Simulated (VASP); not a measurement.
# Sn (Pm-3m) in VASP: notebook

Runs on Sn. Level: PBE. Tasks: single point.

Program: VASP 6.6.1. These are calculated values, not measurements. Logs are shortened: lines on timing, memory, paths and dates and some standing lists are left out, and cuts for length are marked.

### Step 1. The cell of the first run

Symmetry: Pm-3m, No. 221, cubic system. Conventional cell: a = 3.005 Å, b = 3.005 Å, c = 3.005 Å, α = 90.00°, β = 90.00°, γ = 90.00°. Sn (site symmetry m-3m) has 6 Sn at 3.01 Å within 4.0 Å.

### Step 2. Single point, PBE (volume scaled by 0.92)

Contents of INCAR:

```
ALGO = Normal
EDIFF = 1E-6
ENCUT = 520
GGA = PE
ISIF = 2
ISMEAR = -1
LASPH = True
LCHARG = True
LELF = True
LREAL = False
LVHAR = True
LWAVE = False
NBANDS = 13
NELM = 60
PREC = Accurate
SIGMA = 0.08
```

Contents of KPOINTS:

```
k-points
0
Gamma
  12 12 12
```

Contents of POSCAR:

```
Sn
1.0
    3.0054500072      0.0000000000      0.0000000000
    0.0000000000      3.0054500072      0.0000000000
    0.0000000000      0.0000000000      3.0054500072
Sn
1
Direct
    0.0000000000      0.0000000000      0.0000000000
```

Potentials or basis: VASP PAW PBE potentials, release 64 (Sn_d).

Command:

```console
cat potpaw_PBE.64/Sn_d/POTCAR > POTCAR
mpirun -np 1 vasp_std > vasp.out
```

OUTCAR:

```text
EDIFF = 1E-6
   ENCUT = 520
   GGA = PE
   ISIF = 2
   ISMEAR = -1
   LASPH = True
   LREAL = False
   NELM = 60
   PREC = Accurate

 ion  position               nearest neighbor table
   1  0.000  0.000  0.000-

  LATTYP: Found a simple cubic cell.
 ALAT       =     3.0054500072

  Lattice vectors:

 A1 = (   3.0054500072,   0.0000000000,   0.0000000000)
 A2 = (   0.0000000000,   3.0054500072,   0.0000000000)
 A3 = (   0.0000000000,   0.0000000000,   3.0054500072)

Analysis of symmetry for initial positions (statically):
=====================================================================
 Subroutine PRICEL returns:
 Original cell was already a primitive cell.

 Routine SETGRP: Setting up the symmetry group for a
 simple cubic supercell.

 Subroutine GETGRP returns: Found 48 space group operations
 (whereof 48 operations were pure point group operations)
 out of a pool of 48 trial point group operations.

The static configuration has the point symmetry O_h .

Analysis of symmetry for dynamics (positions and initial velocities):
=====================================================================
 Subroutine PRICEL returns:
 Original cell was already a primitive cell.

 Routine SETGRP: Setting up the symmetry group for a
 simple cubic supercell.

 Subroutine GETGRP returns: Found 48 space group operations
 (whereof 48 operations were pure point group operations)
 out of a pool of 48 trial point group operations.

The dynamic configuration has the point symmetry O_h .

 Subroutine INISYM returns: Found 48 space group operations
 (whereof 48 operations are pure point group operations),
 and found     1 'primitive' translations

----------------------------------------------------------------------------------------

                                     Primitive cell

  volume of cell :      27.1474

  direct lattice vectors                    reciprocal lattice vectors
     3.005450007  0.000000000  0.000000000     0.332728875  0.000000000  0.000000000
     0.000000000  3.005450007  0.000000000     0.000000000  0.332728875  0.000000000
     0.000000000  0.000000000  3.005450007     0.000000000  0.000000000  0.332728875

  length of vectors
     3.005450007  3.005450007  3.005450007     0.332728875  0.332728875  0.332728875

  position of ions in fractional coordinates (direct lattice)
     0.000000000  0.000000000  0.000000000

  ion indices of the primitive-cell ions
   primitive index   ion index
                 1           1

----------------------------------------------------------------------------------------

 KPOINTS: k-points

Automatic generation of k-mesh.
 Grid dimensions read from file:
 generate k-points for:   12   12   12

 Generating k-lattice:

  Cartesian coordinates                     Fractional coordinates (reciprocal lattice)
     0.027727406  0.000000000  0.000000000     0.083333333  0.000000000  0.000000000
     0.000000000  0.027727406  0.000000000     0.000000000  0.083333333  0.000000000
     0.000000000  0.000000000  0.027727406     0.000000000  0.000000000  0.083333333

  Length of vectors
     0.027727406  0.027727406  0.027727406

  Shift w.r.t. Gamma in fractional coordinates (k-lattice)
     0.000000000  0.000000000  0.000000000

 Subroutine IBZKPT returns following result:
 ===========================================

 Found     84 irreducible k-points:

 Following reciprocal coordinates:
            Coordinates               Weight
  0.000000  0.000000  0.000000      1.000000
  0.083333  0.000000  0.000000      6.000000
  0.166667  0.000000  0.000000      6.000000
  0.250000  0.000000  0.000000      6.000000
  0.333333  0.000000  0.000000      6.000000
  0.416667  0.000000  0.000000      6.000000
[... 16 lines left out ...]
  0.333333  0.333333  0.000000     12.000000
  0.416667  0.333333  0.000000     24.000000
 [... further k-points ...]
   k-points           NKPTS =     84   k-points in BZ     NKDIM =     84   number of bands    NBANDS=     13
   number of dos      NEDOS =    301   number of ions     NIONS =      1
   total plane-waves  NPLWV =  13824
   dimension x,y,z NGX =    24 NGY =   24 NGZ =   24
   dimension x,y,z NGXF=    48 NGYF=   48 NGZF=   48
   ions per type =               1
   NGX,Y,Z   is equivalent  to a cutoff of  13.28, 13.28, 13.28 a.u.
   NGXF,Y,Z  is equivalent  to a cutoff of  26.55, 26.55, 26.55 a.u.
 SYSTEM =  unknown system
   PREC   = accura    normal or accurate (medium, high low for compatibility)
   ISTART =      0    job   : 0-new  1-cont  2-samecut
   ICHARG =      2    charge: 1-file 2-atom 10-const
   ISPIN  =      1    spin polarized calculation?
   LNONCOLLINEAR =      F non collinear calculations
   LSORBIT =      F    spin-orbit coupling
   LASPH  =      T    aspherical Exc in radial PAW
   ENCUT  =  520.0 eV  38.22 Ry    6.18 a.u.   5.59  5.59  5.59*2*pi/ulx,y,z
   NELM   =     60;   NELMIN=  2; NELMDL= -5     # of ELM steps
   EDIFF  = 0.1E-05   stopping-criterion for ELM
   LREAL  =      F    real-space projection
   EDIFFG = 0.1E-04   stopping-criterion for IOM
   NSW    =      0    number of steps for IOM
   IBRION =     -1    ionic relax: 0-MD 1-quasi-New 2-CG
   NFREE  =      0    steps in history (QN), initial steepest desc. (CG)
   ISIF   =      2    stress and relaxation
   ISYM   =      2    0-nonsym 1-usesym 2-fastsym
   POTIM  = 0.5000    time-step for ionic-motion
   TEBEG  =    0.0;   TEEND  =   0.0 temperature during run
   PSTRESS=    0.0 pullay stress
   NELECT =      14.0000    total number of electrons
   NUPDOWN=      -1.0000    fix difference up-down
   EMIN   =  10.00;   EMAX   =-10.00  energy-range for DOS
   EFERMI =   0.00;   METHOD = LEGACY
   ISMEAR =    -1;   SIGMA  =   0.08  broadening in eV -4-tet -1-fermi 0-gaus
   EFERMI_NEDOS =   21; number of points for ismear=-14 and -15
   IALGO  =     38    algorithm
   IMIX   =      4    mixing-type and parameters
     AMIX     =   0.40;   BMIX     =  1.00
     AMIX_MAG =   1.60;   BMIX_MAG =  1.00
  volume/ion in A,a.u.               =      27.15       183.20
  Fermi-wavevector in a.u.,A,eV,Ry     =   1.312829  2.480886 23.449896  1.723519
  Thomas-Fermi vector in A             =   2.443194
   LORBIT       =      0    0 simple, 1 ext, 2 COOP (PROOUT), +10 PAW based schemes
   GGA     = PE    functional components
   LHFCALC =     F    Hartree Fock is set to
   AEXX    =    0.0000 exact exchange contribution
   IVDW    =     0    specifies the selected vdW correction
   LEPSILON=     F    determine dielectric tensor
   LRPA    =     F    only Hartree local field effects (RPA)
 non-spin polarized calculation
  energy-cutoff  :      520.00
  volume of cell :       27.15
 maximum number of plane-waves:       748
 NGX is ok and might be reduce to    24
   NGX = 11   NGY = 11   NGZ = 11

 number of electron      14.0000004 magnetization

 Free energy of the ion-electron system (eV)
  ---------------------------------------------------
  ext. energy  EPLUGINS =         0.00000000
  ---------------------------------------------------
  free energy    TOTEN  =        -3.73387294 eV

  energy without entropy =       -3.71850830  energy(sigma->0) =       -3.72619062

 E-fermi :   7.9507     XC(G=0): -10.2579

 val. band max:        7.8910084506   @ k =   0.2500   0.1667   0.0000
 cond. band min:       7.9659214436   @ k =   0.4167   0.3333   0.0000
 fundamental gap:      0.0749129930
 Fermi energy:         7.9507131121

 k-point     1 :       0.0000    0.0000    0.0000
  band No.  band energies     occupation
      1     -13.8011      2.00000
      2     -13.8011      2.00000
      3     -13.3406      2.00000
      4     -13.3406      2.00000
      5     -13.3406      2.00000
      6      -3.2837      2.00000
      7      13.4658      0.00000
      8      13.4658      0.00000
      9      13.4658      0.00000
     10      16.7922      0.00000
     11      16.7922      0.00000
     12      18.3615      0.00000
     13      28.3267      0.00000

 k-point     2 :       0.0833    0.0000    0.0000
  band No.  band energies     occupation
      1     -13.7995      2.00000
      2     -13.7770      2.00000
      3     -13.3488      2.00000
      4     -13.3488      2.00000
      5     -13.3399      2.00000
      6      -3.1665      2.00000
      7      12.0108      0.00000
      8      13.5935      0.00000
      9      13.5935      0.00000
     10      16.8759      0.00000
     11      17.5933      0.00000
     12      19.2628      0.00000
     13      27.3908      0.00000

 k-point     3 :       0.1667    0.0000    0.0000
  band No.  band energies     occupation
      1     -13.7952      2.00000
      2     -13.7112      2.00000
      3     -13.3710      2.00000
      4     -13.3710      2.00000
      5     -13.3381      2.00000
      6      -2.8150      2.00000
      7       9.7040      0.00000
      8      13.9664      0.00000
      9      13.9664      0.00000
     10      17.1280      0.00000
     11      18.0369      0.00000
     12      21.8576      0.00000
     13      25.6966      0.00000

 k-point     4 :       0.2500    0.0000    0.0000
  band No.  band energies     occupation
      1     -13.7893      2.00000
      2     -13.6212      2.00000
      3     -13.4013      2.00000
      4     -13.4013      2.00000
      5     -13.3356      2.00000
      6      -2.2323      2.00000
      7       7.4551      1.99593
      8      14.5495      0.00000
      9      14.5495      0.00000
     10      17.5518      0.00000
     11      18.4422      0.00000
     12      23.9967      0.00000
     13      24.7749      0.00000

 k-point     5 :       0.3333    0.0000    0.0000
  band No.  band energies     occupation
      1     -13.7834      2.00000
      2     -13.5311      2.00000
      3     -13.4313      2.00000
      4     -13.4313      2.00000
      5     -13.3331      2.00000
      6      -1.4395      2.00000
      7       5.4254      2.00000
      8      15.2664      0.00000
      9      15.2664      0.00000
     10      18.1525      0.00000
     11      18.9444      0.00000
     12      22.4459      0.00000
     13      23.4592      0.00000
[... 257 lines left out ...]
 k-point    22 :       0.5000    0.2500    0.0000
  band No.  band energies     occupation
      1     -13.6674      2.00000
      2     -13.5464      2.00000
      3     -13.4540      2.00000
      4     -13.3891      2.00000
      5     -13.3437      2.00000
      6       1.0346      2.00000
      7       3.9651      2.00000
      8      10.3860      0.00000
      9      14.0860      0.00000
     10      17.4541      0.00000
     11      20.8060      0.00000
     12      21.4943      0.00000
     13      22.5211      0.00000

 k-point    23 :       0.3333    0.3333    0.0000
  band No.  band energies     occupation
      1     -13.6514      2.00000
      2     -13.5495      2.00000
      3     -13.4224      2.00000
      4     -13.4204      2.00000
      5     -13.3582      2.00000
      6       0.3868      2.00000
      7       6.7158      2.00000
      8       7.6215      1.96786
      9      14.3093      0.00000
     10      17.1666      0.00000
     11      20.0044      0.00000
     12      23.3255      0.00000
     13      24.6150      0.00000

 k-point    24 :       0.4167    0.3333    0.0000
  band No.  band energies     occupation
      1     -13.6365      2.00000
      2     -13.5778      2.00000
      3     -13.4427      2.00000
      4     -13.4189      2.00000
      5     -13.2978      2.00000
      6       1.2933      2.00000
      7       5.4113      2.00000
      8       7.9659      0.90523
      9      12.9617      0.00000
     10      17.9043      0.00000
     11      20.7400      0.00000
     12      22.5969      0.00000
     13      23.6387      0.00000

 [... further k-points ...]

------------------------ aborting loop because EDIFF is reached ----------------------------------------

  FORCE on cell =-STRESS in cart. coord.  units (eV):
  Direction    XX          YY          ZZ          XY          YZ          ZX
  --------------------------------------------------------------------------------------
  -------------------------------------------------------------------------------------
  Total        0.7736358      0.7736358      0.7736358     -0.0000000     -0.0000000     -0.0000000
  in kB       45.6581832     45.6581832     45.6581832     -0.0000000     -0.0000000     -0.0000000
  external PRESSURE =      45.6581832 kB  Pullay stress =       0.0000000 kB

 VOLUME and BASIS-vectors are now :
 -----------------------------------------------------------------------------
  energy-cutoff  :      520.00
  volume of cell :       27.15
      direct lattice vectors                 reciprocal lattice vectors
     3.005450007  0.000000000  0.000000000     0.332728875  0.000000000  0.000000000
     0.000000000  3.005450007  0.000000000     0.000000000  0.332728875  0.000000000
     0.000000000  0.000000000  3.005450007     0.000000000  0.000000000  0.332728875

 POSITION                                       TOTAL-FORCE (eV/Angst)
 -----------------------------------------------------------------------------------
      0.00000      0.00000      0.00000         0.000000      0.000000      0.000000
 -----------------------------------------------------------------------------------
    total drift:                                0.000000     -0.000000      0.000000

  FREE ENERGIE OF THE ION-ELECTRON SYSTEM (eV)
  ---------------------------------------------------
  free  energy   TOTEN  =        -3.7338729399 eV

  energy  without entropy=       -3.7185083016  energy(sigma->0) =       -3.72619062
```

It took 9.1 s on 1 thread of Intel Xeon Platinum 8488C (Sapphire Rapids), shared host; peak memory 0.15 GiB.

What came out:

```
Free energy            : -3.7339 eV
Pressure               : 4.6 GPa
Band gap on the k mesh : zero (band 7 reaches 13.47 eV, above the bottom of band 8 at 5.56 eV)
```

Caveat: spin-orbit coupling is left out, which moves the levels of the heavy elements.

(Part 1 of 2 ends here.)
